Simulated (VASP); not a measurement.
# Al2Cu (I4/mcm) in VASP: a series of runs

Runs on Al2Cu. Level: PBEsol. Tasks: single point.

Everything below comes from runs of VASP 6.6.1. Logs are shortened: lines on timing, memory, paths and dates and some standing lists are left out, and cuts for length are marked.

## 1. The cell of the first run

Symmetry: I4/mcm, No. 140, tetragonal system. The conventional cell has a = 6.293 Å, b = 6.293 Å, c = 4.924 Å, α = 90.00°, β = 90.00°, γ = 90.00°. Within 3.5 Å of Al (site symmetry m2m) lie 4 Cu at 2.67 Å and 11 Al at 2.84 to 3.35 Å. Within 3.3 Å of Cu (site symmetry 422) lie 2 Cu at 2.46 Å and 8 Al at 2.67 Å.

## 2. Single point, PBEsol

Input file INCAR:

```
SYSTEM = Al2Cu
  PREC = Accurate
  ENCUT = 520
  EDIFF = 1E-6
  ISMEAR = 0
  SIGMA = 0.15
  LREAL = .False.
  LASPH = .True.
  NELM = 80
  ALGO = Fast
  ISIF = 2
  LWAVE = .False.
  LCHARG = .False.
  GGA = PS
  NBANDS = 26
```

Input file KPOINTS:

```
regular mesh
0
Gamma
  10 10 10
  0 0 0
```

Input file POSCAR:

```
Al2Cu
1.0
   -3.1463500000      3.1463500000      2.4621000000
    3.1463500000     -3.1463500000      2.4621000000
    3.1463500000      3.1463500000     -2.4621000000
Al Cu
4 2
Direct
    0.1593210787      0.6593210787      0.8186421574
    0.6593210787      0.8406789213      0.5000000000
    0.8406789213      0.3406789213      0.1813578426
    0.3406789213      0.1593210787      0.5000000000
    0.7500000000      0.7500000000      0.0000000000
    0.2500000000      0.2500000000      0.0000000000
```

Potentials or basis: VASP PAW PBE potentials, release 64 (Al, Cu).

Launch:

```bash
$ cat potpaw_PBE.64/Al/POTCAR potpaw_PBE.64/Cu/POTCAR > POTCAR
$ mpirun -np 1 vasp_std > vasp.out
```

OUTCAR:

```text
SYSTEM = Al2Cu
   PREC = Accurate
   ENCUT = 520
   EDIFF = 1E-6
   ISMEAR = 0
   LREAL = .False.
   LASPH = .True.
   NELM = 80
   ISIF = 2
   GGA = PS

 ion  position               nearest neighbor table
   1  0.159  0.659  0.819-   5 2.67   6 2.67   5 2.67   6 2.67   3 2.84   3 2.94   3 2.94   4 3.18
                             2 3.18   2 3.18   4 3.18   4 3.35   2 3.35   2 3.35   4 3.35
   2  0.659  0.841  0.500-   6 2.67   5 2.67   5 2.67   6 2.67   4 2.84   4 2.94   4 2.94   3 3.18
                             1 3.18   1 3.18   3 3.18   1 3.35   3 3.35   1 3.35   3 3.35
   3  0.841  0.341  0.181-   5 2.67   6 2.67   5 2.67   6 2.67   1 2.84   1 2.94   1 2.94   2 3.18
                             4 3.18   4 3.18   2 3.18   4 3.35   2 3.35   4 3.35   2 3.35
   4  0.341  0.159  0.500-   5 2.67   6 2.67   6 2.67   5 2.67   2 2.84   2 2.94   2 2.94   3 3.18
                             1 3.18   1 3.18   3 3.18   1 3.35   3 3.35   3 3.35   1 3.35
   5  0.750  0.750  0.000-   6 2.46   6 2.46   4 2.67   2 2.67   4 2.67   2 2.67   1 2.67   3 2.67
                             3 2.67   1 2.67
   6  0.250  0.250  0.000-   5 2.46   5 2.46   2 2.67   4 2.67   2 2.67   4 2.67   3 2.67   1 2.67
                             1 2.67   3 2.67

  LATTYP: Found a body centered tetragonal cell.
 ALAT       =     6.2927000000
 C/A-ratio  =     0.7825257838

  Lattice vectors:

 A1 = (  -3.1463500000,   3.1463500000,   2.4621000000)
 A2 = (   3.1463500000,  -3.1463500000,   2.4621000000)
 A3 = (   3.1463500000,   3.1463500000,  -2.4621000000)

Analysis of symmetry for initial positions (statically):
=====================================================================
 Subroutine PRICEL returns:
 Original cell was already a primitive cell.

 Routine SETGRP: Setting up the symmetry group for a
 body centered tetragonal supercell.

 Subroutine GETGRP returns: Found 16 space group operations
 (whereof  8 operations were pure point group operations)
 out of a pool of 16 trial point group operations.

The static configuration has the point symmetry C_4h.
 The point group associated with its full space group is D_4h.

Analysis of symmetry for dynamics (positions and initial velocities):
=====================================================================
 Subroutine PRICEL returns:
 Original cell was already a primitive cell.

 Routine SETGRP: Setting up the symmetry group for a
 body centered tetragonal supercell.

 Subroutine GETGRP returns: Found 16 space group operations
 (whereof  8 operations were pure point group operations)
 out of a pool of 16 trial point group operations.

The dynamic configuration has the point symmetry C_4h.
 The point group associated with its full space group is D_4h.

 Subroutine INISYM returns: Found 16 space group operations
 (whereof  8 operations are pure point group operations),
 and found     1 'primitive' translations

----------------------------------------------------------------------------------------

                                     Primitive cell

  volume of cell :      97.4944

  direct lattice vectors                    reciprocal lattice vectors
    -3.146350000  3.146350000  2.462100000     0.000000000  0.158914298  0.203078673
     3.146350000 -3.146350000  2.462100000     0.158914298  0.000000000  0.203078673
     3.146350000  3.146350000 -2.462100000     0.158914298  0.158914298  0.000000000

  length of vectors
     5.085368527  5.085368527  5.085368527     0.257865665  0.257865665  0.224738755

  position of ions in fractional coordinates (direct lattice)
     0.159321079  0.659321079  0.818642157
     0.659321079  0.840678921  0.500000000
     0.840678921  0.340678921  0.181357843
     0.340678921  0.159321079  0.500000000
     0.750000000  0.750000000  0.000000000
     0.250000000  0.250000000  0.000000000

  ion indices of the primitive-cell ions
   primitive index   ion index
                 1           1
                 2           2
                 3           3
                 4           4
                 5           5
                 6           6

----------------------------------------------------------------------------------------

 KPOINTS: regular mesh

Automatic generation of k-mesh.
 Grid dimensions read from file:
 generate k-points for:   10   10   10

 Generating k-lattice:

  Cartesian coordinates                     Fractional coordinates (reciprocal lattice)
     0.000000000  0.015891430  0.020307867     0.100000000  0.000000000 -0.000000000
     0.015891430  0.000000000  0.020307867     0.000000000  0.100000000 -0.000000000
     0.015891430  0.015891430  0.000000000     0.000000000  0.000000000  0.100000000

  Length of vectors
     0.025786567  0.025786567  0.022473875

  Shift w.r.t. Gamma in fractional coordinates (k-lattice)
     0.000000000  0.000000000  0.000000000

 Subroutine IBZKPT returns following result:
 ===========================================

 Found    102 irreducible k-points:

 Following reciprocal coordinates:
            Coordinates               Weight
  0.000000  0.000000  0.000000      1.000000
  0.100000  0.000000  0.000000      8.000000
  0.200000  0.000000  0.000000      8.000000
  0.300000 -0.000000  0.000000      8.000000
  0.400000 -0.000000  0.000000      8.000000
  0.500000 -0.000000  0.000000      4.000000
[... 16 lines left out ...]
  0.300000  0.300000  0.000000      8.000000
  0.400000  0.300000  0.000000     16.000000
 [... further k-points ...]
   k-points           NKPTS =    102   k-points in BZ     NKDIM =    102   number of bands    NBANDS=     26
   number of dos      NEDOS =    301   number of ions     NIONS =      6
   total plane-waves  NPLWV =  64000
   dimension x,y,z NGX =    40 NGY =   40 NGZ =   40
   dimension x,y,z NGXF=    80 NGYF=   80 NGZF=   80
   ions per type =               4   2
   NGX,Y,Z   is equivalent  to a cutoff of  13.08, 13.08, 13.08 a.u.
   NGXF,Y,Z  is equivalent  to a cutoff of  26.15, 26.15, 26.15 a.u.
 SYSTEM =  Al2Cu
   PREC   = accura    normal or accurate (medium, high low for compatibility)
   ISTART =      0    job   : 0-new  1-cont  2-samecut
   ICHARG =      2    charge: 1-file 2-atom 10-const
   ISPIN  =      1    spin polarized calculation?
   LNONCOLLINEAR =      F non collinear calculations
   LSORBIT =      F    spin-orbit coupling
   LASPH  =      T    aspherical Exc in radial PAW
   ENCUT  =  520.0 eV  38.22 Ry    6.18 a.u.   9.46  9.46  9.46*2*pi/ulx,y,z
   NELM   =     80;   NELMIN=  2; NELMDL= -5     # of ELM steps
   EDIFF  = 0.1E-05   stopping-criterion for ELM
   LREAL  =      F    real-space projection
   EDIFFG = 0.1E-04   stopping-criterion for IOM
   NSW    =      0    number of steps for IOM
   IBRION =     -1    ionic relax: 0-MD 1-quasi-New 2-CG
   NFREE  =      0    steps in history (QN), initial steepest desc. (CG)
   ISIF   =      2    stress and relaxation
   ISYM   =      2    0-nonsym 1-usesym 2-fastsym
   POTIM  = 0.5000    time-step for ionic-motion
   TEBEG  =    0.0;   TEEND  =   0.0 temperature during run
   PSTRESS=    0.0 pullay stress
   NELECT =      34.0000    total number of electrons
   NUPDOWN=      -1.0000    fix difference up-down
   EMIN   =  10.00;   EMAX   =-10.00  energy-range for DOS
   EFERMI =   0.00;   METHOD = LEGACY
   ISMEAR =     0;   SIGMA  =   0.15  broadening in eV -4-tet -1-fermi 0-gaus
   EFERMI_NEDOS =   21; number of points for ismear=-14 and -15
   IALGO  =     68    algorithm
   IMIX   =      4    mixing-type and parameters
     AMIX     =   0.40;   BMIX     =  1.00
     AMIX_MAG =   1.60;   BMIX_MAG =  1.00
  volume/ion in A,a.u.               =      16.25       109.65
  Fermi-wavevector in a.u.,A,eV,Ry     =   1.152324  2.177576 18.066500  1.327850
  Thomas-Fermi vector in A             =   2.288976
   LORBIT       =      0    0 simple, 1 ext, 2 COOP (PROOUT), +10 PAW based schemes
   GGA     = PS    functional components
   LHFCALC =     F    Hartree Fock is set to
   AEXX    =    0.0000 exact exchange contribution
   IVDW    =     0    specifies the selected vdW correction
   LEPSILON=     F    determine dielectric tensor
   LRPA    =     F    only Hartree local field effects (RPA)
 non-spin polarized calculation
 RMM-DIIS sequential band-by-band and
 Gauss-broadening in eV      SIGMA  =   0.15
  energy-cutoff  :      520.00
  volume of cell :       97.49
 maximum number of plane-waves:      2661
 NGX is ok and might be reduce to    40
   NGX = 19   NGY = 19   NGZ = 19

 number of electron      33.9999996 magnetization

 Free energy of the ion-electron system (eV)
  ---------------------------------------------------
  ext. energy  EPLUGINS =         0.00000000
  ---------------------------------------------------
  free energy    TOTEN  =       -25.65608896 eV

  energy without entropy =      -25.63306600  energy(sigma->0) =      -25.64457748

 E-fermi :   6.9958     XC(G=0): -10.5869

 val. band max:        6.9834019061   @ k =  -0.3000   0.5000   0.1000
 cond. band min:       7.0190400617   @ k =   0.3000   0.3000   0.2000
 fundamental gap:      0.0356381557
 Fermi energy:         6.9958473069

 k-point     1 :       0.0000    0.0000    0.0000
  band No.  band energies     occupation
      1      -3.1812      2.00000
      2       1.9800      2.00000
      3       2.2187      2.00000
      4       2.2741      2.00000
      5       2.2741      2.00000
      6       3.0840      2.00000
[... 18 lines left out ...]
     25      11.6502      0.00000
     26      12.1928      0.00000

 k-point     2 :       0.1000    0.0000    0.0000
  band No.  band energies     occupation
      1      -3.0811      2.00000
      2       1.9654      2.00000
      3       2.2376      2.00000
      4       2.2493      2.00000
      5       2.2676      2.00000
      6       3.0663      2.00000
[... 18 lines left out ...]
     25      11.7604      0.00000
     26      12.3326      0.00000

 k-point     3 :       0.2000    0.0000    0.0000
  band No.  band energies     occupation
      1      -2.7818      2.00000
      2       1.9336      2.00000
      3       2.0567      2.00000
      4       2.2347      2.00000
      5       2.2957      2.00000
      6       2.9972      2.00000
[... 18 lines left out ...]
     25      12.0874      0.00000
     26      12.5189      0.00000

 k-point     4 :       0.3000   -0.0000    0.0000
  band No.  band energies     occupation
      1      -2.2866      2.00000
      2       1.3216      2.00000
      3       1.9163      2.00000
      4       2.1802      2.00000
      5       2.3562      2.00000
      6       2.9211      2.00000
[... 18 lines left out ...]
     25      12.7904      0.00000
     26      13.6172      0.00000

 k-point     5 :       0.4000   -0.0000    0.0000
  band No.  band energies     occupation
      1      -1.6019      2.00000
      2       0.2676      2.00000
      3       1.9378      2.00000
      4       2.0970      2.00000
      5       2.4196      2.00000
      6       2.7222      2.00000
[... 18 lines left out ...]
     25      12.9956      0.00000
     26      13.3011      0.00000

 k-point     6 :       0.5000   -0.0000    0.0000
  band No.  band energies     occupation
      1      -0.7404      2.00000
      2      -0.7404      2.00000
      3       2.0051      2.00000
      4       2.0051      2.00000
      5       2.5328      2.00000
      6       2.5328      2.00000
[... 427 lines left out ...]
 k-point    21 :      -0.3000    0.2000   -0.0000
  band No.  band energies     occupation
      1      -2.6290      2.00000
      2       0.8726      2.00000
      3       2.1327      2.00000
      4       2.2556      2.00000
      5       2.3807      2.00000
      6       2.8644      2.00000
[... 18 lines left out ...]
     25      11.0591      0.00000
     26      14.5961      0.00000

 k-point    22 :      -0.2000    0.2000    0.0000
  band No.  band energies     occupation
      1      -2.8788      2.00000
      2       1.2357      2.00000
      3       2.2037      2.00000
      4       2.2246      2.00000
      5       2.3617      2.00000
      6       2.9467      2.00000
[... 18 lines left out ...]
     25       9.8115      0.00000
     26      14.6263      0.00000

 k-point    23 :       0.3000    0.3000    0.0000
  band No.  band energies     occupation
      1      -0.3491      2.00000
      2      -0.1213      2.00000
      3      -0.0783      2.00000
      4       1.9808      2.00000
      5       2.7457      2.00000
      6       2.7576      2.00000
[... 18 lines left out ...]
     25      12.7692      0.00000
     26      14.1242      0.00000

 k-point    24 :       0.4000    0.3000    0.0000
  band No.  band energies     occupation
      1      -0.9682      2.00000
      2      -0.2523      2.00000
      3       0.6111      2.00000
      4       2.1102      2.00000
      5       2.5694      2.00000
      6       2.7582      2.00000
[... 18 lines left out ...]
     25      13.2943      0.00000
     26      13.4565      0.00000

 [... further k-points ...]

------------------------ aborting loop because EDIFF is reached ----------------------------------------

  FORCE on cell =-STRESS in cart. coord.  units (eV):
  Direction    XX          YY          ZZ          XY          YZ          ZX
  --------------------------------------------------------------------------------------
  -------------------------------------------------------------------------------------
  Total       -6.2266376     -6.2266376     -4.4046296      0.0000000      0.0000000      0.0000000
  in kB     -102.3256312   -102.3256312    -72.3836081      0.0000000      0.0000000      0.0000000
  external PRESSURE =     -92.3449568 kB  Pullay stress =       0.0000000 kB

 VOLUME and BASIS-vectors are now :
 -----------------------------------------------------------------------------
  energy-cutoff  :      520.00
  volume of cell :       97.49
      direct lattice vectors                 reciprocal lattice vectors
    -3.146350000  3.146350000  2.462100000     0.000000000  0.158914298  0.203078673
     3.146350000 -3.146350000  2.462100000     0.158914298  0.000000000  0.203078673
     3.146350000  3.146350000 -2.462100000     0.158914298  0.158914298  0.000000000

 POSITION                                       TOTAL-FORCE (eV/Angst)
 -----------------------------------------------------------------------------------
      4.14891      1.00256      0.00000         0.004584      0.004584     -0.000000
      2.14379      1.00256      2.46210        -0.004584      0.004584      0.000000
     -1.00256      2.14379      2.46210        -0.004584     -0.004584      0.000000
      1.00256      2.14379      0.00000         0.004584     -0.004584      0.000000
      0.00000      0.00000      3.69315        -0.000000     -0.000000     -0.000000
      0.00000      0.00000      1.23105         0.000000     -0.000000     -0.000000
 -----------------------------------------------------------------------------------
    total drift:                               -0.000000     -0.000000      0.000000

  FREE ENERGIE OF THE ION-ELECTRON SYSTEM (eV)
  ---------------------------------------------------
  free  energy   TOTEN  =       -25.6560889623 eV

  energy  without entropy=      -25.6330660005  energy(sigma->0) =      -25.64457748
```

It took 4.2 min on 1 thread of Intel Xeon 6975P-C (Granite Rapids), shared host; peak memory 0.38 GiB.

What came out:

| Property | Result |
| --- | --- |
| Free energy | -25.6561 eV |
| Pressure | -9.2 GPa |
| Largest force | 0.006 eV/Å |
| Band gap on the k mesh | zero (bands 17 and 18 overlap by 4.35 eV) |

Forces in eV/Å, atoms in the order of the input:
```
Al   0.005  0.005  0.000
Al  -0.005  0.005  0.000
Al  -0.005 -0.005  0.000
Al   0.005 -0.005  0.000
Cu   0.000  0.000  0.000
Cu   0.000  0.000  0.000
```

Caveat: the cell stands under tension; the PAW data sets were made with another functional, which shifts forces and pressure a little.

(Continued in part 2 of 2.)
